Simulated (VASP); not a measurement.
# Pb (P-1) in VASP: single point with PBE

Aim: the single point of Pb with PBE.

Everything below comes from runs of VASP 6.6.1. Logs are shortened: lines on timing, memory, paths and dates and some standing lists are left out, and cuts for length are marked.

## Step 1: The cell of the first run

The typed cell holds 1 atom: a = 3.407 Å, b = 3.454 Å, c = 3.499 Å, α = 58.98°, β = 58.90°, γ = 61.39°.

## Step 2: Single point, PBE

Input file INCAR:

```
ALGO     = Normal         # electronic algorithm
EDIFF    = 1E-6           # SCF threshold, eV
ENCUT    = 520            # plane-wave cutoff, eV
GGA      = PE             # functional
ISIF     = 2              # what is computed and relaxed
ISMEAR   = -1             # smearing method
LASPH    = T              # aspherical terms in the spheres
LCHARG   = T              # write CHGCAR
LELF     = T              # ELF
LREAL    = F              # projectors in reciprocal space
LVHAR    = T            
LWAVE    = F              # write WAVECAR
NBANDS   = 13             # bands
NELM     = 60             # most SCF steps
PREC     = Accurate       # precision mode
SIGMA    = 0.05           # smearing width, eV
```

Input file KPOINTS:

```
k-points
0
Gamma
  8 8 8
```

Input file POSCAR:

```
Pb
1.0
    0.0193336300      2.4628699300      2.3546989056
    2.5028571400     -0.0067465600      2.3797358880
    2.4813249000      2.4674178800      0.0141942528
Pb
1
Direct
    0.0000000000      0.0000000000      0.0000000000
```

Potentials or basis: VASP PAW PBE potentials, release 64 (Pb_d).

Started as:

```
$ cat potpaw_PBE.64/Pb_d/POTCAR > POTCAR
$ mpirun -np 1 vasp_std > vasp.out
```

OUTCAR:

```text
EDIFF = 1E-6
   ENCUT = 520
   GGA = PE
   ISIF = 2
   ISMEAR = -1
   LASPH = T
   LREAL = F
   NELM = 60
   PREC = Accurate

 ion  position               nearest neighbor table
   1  0.000  0.000  0.000-

  LATTYP: Found a triclinic cell.
 ALAT       =     5.9913328967
 B/A-ratio  =     0.5845948197
 C/A-ratio  =     0.5840657236
 COS(alpha) =     0.0056466921
 COS(beta)  =     0.2936328863
 COS(gamma) =     0.8726425337

  Lattice vectors:

 A1 = (  -4.9455147800,   2.4650685400,   2.3154676704)
 A2 = (  -2.4835235100,   2.4696164900,  -0.0250369824)
 A3 = (  -2.4813249000,  -2.4674178800,  -0.0141942528)

Analysis of symmetry for initial positions (statically):
=====================================================================
 Subroutine PRICEL returns:
 Original cell was already a primitive cell.

 Routine SETGRP: Setting up the symmetry group for a
 triclinic supercell.

 Subroutine GETGRP returns: Found  2 space group operations
 (whereof  2 operations were pure point group operations)
 out of a pool of  2 trial point group operations.

The static configuration has the point symmetry S_2 .

Analysis of symmetry for dynamics (positions and initial velocities):
=====================================================================
 Subroutine PRICEL returns:
 Original cell was already a primitive cell.

 Routine SETGRP: Setting up the symmetry group for a
 triclinic supercell.

 Subroutine GETGRP returns: Found  2 space group operations
 (whereof  2 operations were pure point group operations)
 out of a pool of  2 trial point group operations.

The dynamic configuration has the point symmetry S_2 .

 Subroutine INISYM returns: Found  2 space group operations
 (whereof  2 operations are pure point group operations),
 and found     1 'primitive' translations

----------------------------------------------------------------------------------------

                                     Primitive cell

  volume of cell :      28.9231

  direct lattice vectors                    reciprocal lattice vectors
     0.019333630  2.462869930  2.354698906    -0.203017904  0.202930537  0.214096823
     2.502857140 -0.006746560  2.379735888     0.199670019 -0.202001412  0.209641605
     2.481324900  2.467417880  0.014194253     0.203189651  0.202173159 -0.213128985

  length of vectors
     3.407449048  3.453618722  3.499332184     0.358098481  0.353018824  0.357189004

  position of ions in fractional coordinates (direct lattice)
     0.000000000  0.000000000  0.000000000

  ion indices of the primitive-cell ions
   primitive index   ion index
                 1           1

----------------------------------------------------------------------------------------

 KPOINTS: k-points

Automatic generation of k-mesh.
 Grid dimensions read from file:
 generate k-points for:    8    8    8

 Generating k-lattice:

  Cartesian coordinates                     Fractional coordinates (reciprocal lattice)
    -0.025377238  0.025366317  0.026762103     0.125000000  0.000000000  0.000000000
     0.024958752 -0.025250177  0.026205201     0.000000000  0.125000000  0.000000000
     0.025398706  0.025271645 -0.026641123    -0.000000000  0.000000000  0.125000000

  Length of vectors
     0.044762310  0.044127353  0.044648625

  Shift w.r.t. Gamma in fractional coordinates (k-lattice)
     0.000000000  0.000000000  0.000000000

 Subroutine IBZKPT returns following result:
 ===========================================

 Found    260 irreducible k-points:

 Following reciprocal coordinates:
            Coordinates               Weight
  0.000000  0.000000  0.000000      1.000000
  0.125000  0.000000 -0.000000      2.000000
  0.250000  0.000000 -0.000000      2.000000
  0.375000  0.000000  0.000000      2.000000
  0.500000  0.000000 -0.000000      1.000000
 -0.000000  0.125000 -0.000000      2.000000
[... 16 lines left out ...]
  0.125000  0.375000 -0.000000      2.000000
  0.250000  0.375000 -0.000000      2.000000
 [... further k-points ...]
   k-points           NKPTS =    260   k-points in BZ     NKDIM =    260   number of bands    NBANDS=     13
   number of dos      NEDOS =    301   number of ions     NIONS =      1
   total plane-waves  NPLWV =  21952
   dimension x,y,z NGX =    28 NGY =   28 NGZ =   28
   dimension x,y,z NGXF=    56 NGYF=   56 NGZF=   56
   ions per type =               1
   NGX,Y,Z   is equivalent  to a cutoff of  13.66, 13.48, 13.30 a.u.
   NGXF,Y,Z  is equivalent  to a cutoff of  27.32, 26.96, 26.60 a.u.
 SYSTEM =  unknown system
   PREC   = accura    normal or accurate (medium, high low for compatibility)
   ISTART =      0    job   : 0-new  1-cont  2-samecut
   ICHARG =      2    charge: 1-file 2-atom 10-const
   ISPIN  =      1    spin polarized calculation?
   LNONCOLLINEAR =      F non collinear calculations
   LSORBIT =      F    spin-orbit coupling
   LASPH  =      T    aspherical Exc in radial PAW
   ENCUT  =  520.0 eV  38.22 Ry    6.18 a.u.   6.34  6.42  6.51*2*pi/ulx,y,z
   NELM   =     60;   NELMIN=  2; NELMDL= -5     # of ELM steps
   EDIFF  = 0.1E-05   stopping-criterion for ELM
   LREAL  =      F    real-space projection
   EDIFFG = 0.1E-04   stopping-criterion for IOM
   NSW    =      0    number of steps for IOM
   IBRION =     -1    ionic relax: 0-MD 1-quasi-New 2-CG
   NFREE  =      0    steps in history (QN), initial steepest desc. (CG)
   ISIF   =      2    stress and relaxation
   ISYM   =      2    0-nonsym 1-usesym 2-fastsym
   POTIM  = 0.5000    time-step for ionic-motion
   TEBEG  =    0.0;   TEEND  =   0.0 temperature during run
   PSTRESS=    0.0 pullay stress
   NELECT =      14.0000    total number of electrons
   NUPDOWN=      -1.0000    fix difference up-down
   EMIN   =  10.00;   EMAX   =-10.00  energy-range for DOS
   EFERMI =   0.00;   METHOD = LEGACY
   ISMEAR =    -1;   SIGMA  =   0.05  broadening in eV -4-tet -1-fermi 0-gaus
   EFERMI_NEDOS =   21; number of points for ismear=-14 and -15
   IALGO  =     38    algorithm
   IMIX   =      4    mixing-type and parameters
     AMIX     =   0.40;   BMIX     =  1.00
     AMIX_MAG =   1.60;   BMIX_MAG =  1.00
  volume/ion in A,a.u.               =      28.92       195.18
  Fermi-wavevector in a.u.,A,eV,Ry     =   1.285394  2.429042 22.480042  1.652236
  Thomas-Fermi vector in A             =   2.417530
   LORBIT       =      0    0 simple, 1 ext, 2 COOP (PROOUT), +10 PAW based schemes
   GGA     = PE    functional components
   LHFCALC =     F    Hartree Fock is set to
   AEXX    =    0.0000 exact exchange contribution
   IVDW    =     0    specifies the selected vdW correction
   LEPSILON=     F    determine dielectric tensor
   LRPA    =     F    only Hartree local field effects (RPA)
 non-spin polarized calculation
  energy-cutoff  :      520.00
  volume of cell :       28.92
 maximum number of plane-waves:       798
 NGX is ok and might be reduce to    28
   NGX = 13   NGY = 13   NGZ = 13

 number of electron      14.0000001 magnetization

 Free energy of the ion-electron system (eV)
  ---------------------------------------------------
  ext. energy  EPLUGINS =         0.00000000
  ---------------------------------------------------
  free energy    TOTEN  =        -3.53076834 eV

  energy without entropy =       -3.52575522  energy(sigma->0) =       -3.52826178

 E-fermi :   7.7896     XC(G=0): -10.4127

 val. band max:        7.7745036468   @ k =   0.3750  -0.3750   0.3750
 cond. band min:       7.7962369781   @ k =  -0.3750  -0.0000   0.2500
 fundamental gap:      0.0217333313
 Fermi energy:         7.7896052658

 k-point     1 :       0.0000    0.0000    0.0000
  band No.  band energies     occupation
      1      -9.3097      2.00000
      2      -9.3008      2.00000
      3      -9.2426      2.00000
      4      -9.1545      2.00000
      5      -9.0923      2.00000
      6      -4.2605      2.00000
      7      15.3943      0.00000
      8      15.6498      0.00000
      9      15.8267      0.00000
     10      17.6606      0.00000
     11      19.7212      0.00000
     12      20.4901      0.00000
     13      20.7321      0.00000

 k-point     2 :       0.1250    0.0000   -0.0000
  band No.  band energies     occupation
      1      -9.2947      2.00000
      2      -9.2752      2.00000
      3      -9.2338      2.00000
      4      -9.1523      2.00000
      5      -9.0978      2.00000
      6      -3.9386      2.00000
      7      12.8764      0.00000
      8      15.0831      0.00000
      9      15.2434      0.00000
     10      17.2142      0.00000
     11      20.5237      0.00000
     12      20.9515      0.00000
     13      21.1695      0.00000

 k-point     3 :       0.2500    0.0000   -0.0000
  band No.  band energies     occupation
      1      -9.2947      2.00000
      2      -9.2594      2.00000
      3      -9.2199      2.00000
      4      -9.0940      2.00000
      5      -9.0785      2.00000
      6      -2.9721      2.00000
      7       8.7954      0.00000
      8      14.2330      0.00000
      9      14.5911      0.00000
     10      16.9242      0.00000
     11      19.2073      0.00000
     12      19.9647      0.00000
     13      21.2252      0.00000
[... 305 lines left out ...]
 k-point    23 :       0.1250    0.3750   -0.0000
  band No.  band energies     occupation
      1      -9.3083      2.00000
      2      -9.2417      2.00000
      3      -9.2250      2.00000
      4      -9.0881      2.00000
      5      -8.9932      2.00000
      6      -1.7448      2.00000
      7       6.2923      2.00000
      8      12.4347      0.00000
      9      12.9679      0.00000
     10      16.3208      0.00000
     11      19.7499      0.00000
     12      20.9611      0.00000
     13      21.0569      0.00000

 k-point    24 :       0.2500    0.3750   -0.0000
  band No.  band energies     occupation
      1      -9.3682      2.00000
      2      -9.2600      2.00000
      3      -9.1147      2.00000
      4      -9.0679      2.00000
      5      -8.9931      2.00000
      6      -1.3287      2.00000
      7       7.6794      1.80126
      8      10.7021      0.00000
      9      11.0232      0.00000
     10      14.7984      0.00000
     11      16.5162      0.00000
     12      23.6922      0.00000
     13      23.7514      0.00000

 [... further k-points ...]

------------------------ aborting loop because EDIFF is reached ----------------------------------------

  FORCE on cell =-STRESS in cart. coord.  units (eV):
  Direction    XX          YY          ZZ          XY          YZ          ZX
  --------------------------------------------------------------------------------------
  -------------------------------------------------------------------------------------
  Total        0.8945474      0.8705750      1.0041972      0.0029990      0.0114277     -0.0212264
  in kB       49.5529770     48.2250348     55.6269671      0.1661274      0.6330341     -1.1758235
  external PRESSURE =      51.1349930 kB  Pullay stress =       0.0000000 kB

 VOLUME and BASIS-vectors are now :
 -----------------------------------------------------------------------------
  energy-cutoff  :      520.00
  volume of cell :       28.92
      direct lattice vectors                 reciprocal lattice vectors
     0.019333630  2.462869930  2.354698906    -0.203017904  0.202930537  0.214096823
     2.502857140 -0.006746560  2.379735888     0.199670019 -0.202001412  0.209641605
     2.481324900  2.467417880  0.014194253     0.203189651  0.202173159 -0.213128985

 POSITION                                       TOTAL-FORCE (eV/Angst)
 -----------------------------------------------------------------------------------
      0.00000      0.00000      0.00000        -0.000000      0.000000     -0.000000
 -----------------------------------------------------------------------------------
    total drift:                               -0.000000     -0.000000     -0.000000

  FREE ENERGIE OF THE ION-ELECTRON SYSTEM (eV)
  ---------------------------------------------------
  free  energy   TOTEN  =        -3.5307683364 eV

  energy  without entropy=       -3.5257552211  energy(sigma->0) =       -3.52826178
```

Wall time 61 s (1 thread of Intel Xeon 6975P-C, shared host); peak memory 0.23 GiB.

What came out:

```yaml
Free_energy: -3.5308 eV
Pressure: 5.1 GPa
Band_gap_on_the_k_mesh: zero (band 7 reaches 15.39 eV, above the bottom of band 8 at 6.40 eV)
```

Stress tensor (GPa, compression positive):
```
 4.96  0.02 -0.12
 0.02  4.82  0.06
-0.12  0.06  5.56
```

Levels at points of the mesh, in eV from the Fermi level:
```
           k point  band 4  band 5  band 6  band 7  band 8  band 9  band 10  band 11
(0.00, 0.00, 0.00)  -16.94  -16.88  -12.05    7.60    7.86    8.04     9.87    11.93
(0.50, 0.00, 0.00)  -16.77  -16.74   -8.04   -4.38    5.38    6.11     9.33     9.66
(0.00, 0.50, 0.00)  -16.77  -16.75   -8.23   -4.43    5.59    6.34     9.52     9.90
(0.50, 0.50, 0.00)  -16.71  -16.71   -6.23   -3.14    1.72    1.76     5.21     6.49
(0.00, 0.00, 0.50)  -16.77  -16.74   -8.07   -4.39    5.40    6.16     9.38     9.68
(0.50, 0.00, 0.50)  -16.75  -16.70   -6.76   -3.54    2.06    2.58     5.71     7.04
(0.00, 0.50, 0.50)  -16.75  -16.70   -6.83   -3.58    2.24    2.54     5.80     7.07
(0.50, 0.50, 0.50)  -16.77  -16.75   -8.18   -4.42    5.54    6.28     9.47     9.83
```

Caveat: spin-orbit coupling is left out, which moves the levels of the heavy elements.
